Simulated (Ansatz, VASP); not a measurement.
# TaN: VASP beside Ansatz

Contents of INCAR:

```
  PREC = Accurate
  ENCUT = 520
  EDIFF = 1E-6
  ISMEAR = 0
  SIGMA = 0.15
  LREAL = F
  LASPH = T
  NELM = 80
  ALGO = Normal
  ISIF = 2
  LWAVE = F
  LCHARG = F
  GGA = PS
  NBANDS = 33
```

KPOINTS

```
Automatic mesh
0
Gamma
  12 12 18
```

POSCAR

```
TaN
1.0
    4.8981766726      0.0000000000      0.0000000000
   -2.4490883363      4.2419454307      0.0000000000
    0.0000000000      0.0000000000      3.2788564168
Ta N
3 3
Direct
    0.0000000000      0.0000000000      0.0000000000
    0.3333333333      0.6666666667      0.5000000000
    0.6666666667      0.3333333333      0.5000000000
    0.5000000000      0.0000000000      0.0000000000
    0.5000000000      0.5000000000      0.0000000000
    0.0000000000      0.5000000000      0.0000000000
```

Input for Ansatz:

```yaml
crystal:
  lattice:
    - [4.8981766726, 0.0, 0.0]
    - [-2.4490883363, 4.2419454307, 0.0]
    - [0.0, 0.0, 3.2788564168]
  atoms:
    - { symbol: Ta, position: [0.0, 0.0, 0.0] }
    - { symbol: Ta, position: [0.3333333333, 0.6666666667, 0.5] }
    - { symbol: Ta, position: [0.6666666667, 0.3333333333, 0.5] }
    - { symbol: "N", position: [0.5, 0.0, 0.0] }
    - { symbol: "N", position: [0.5, 0.5, 0.0] }
    - { symbol: "N", position: [0.0, 0.5, 0.0] }
basis:
  ecutwfc: 420
kpoints:
  mp_grid: { grid: [12, 12, 18] }
hamiltonian:
  xc: pbesol
scf:
  occupations: { method: gaussian, width: 0.15 }
output:
  forces: true
  stress: true
  eigenvalues: true
```

Alike in both runs: task single point; functional PBEsol; k mesh 12 × 12 × 18; occupations gaussian, width 0.15 eV; no spin polarisation.

|  | VASP | Ansatz |
| --- | --- | --- |
| version | VASP 6.6.1 | Ansatz 0.2.0 |
| potentials or method | VASP PAW PBE potentials, release 64 (Ta_pv, N), cutoff 520 eV | scalar-relativistic, plane waves, PAW |
| valence electrons in the cell | 48 | 54 |

Ansatz gave:

| Property | Result |
| --- | --- |
| gap on the k mesh at the Fermi level (eV) | none |
| pressure (GPa) | -9.6 |
| traceless stress, the component that is largest in VASP (GPa) | -36.38 |

Which values does VASP return?

gap on the k mesh at the Fermi level (eV): none; pressure (GPa): -8.8; traceless stress, the component that is largest in VASP (GPa): -36.06.

VASP's potentials were made for PBE, not for PBEsol. A gap of «none» marks a metal or a gap that the smearing closes. VASP's potentials hold 48 valence electrons a cell and Ansatz's 54, so a difference there can come from the potentials and not from the codes.

Neither program's run includes spin-orbit coupling.
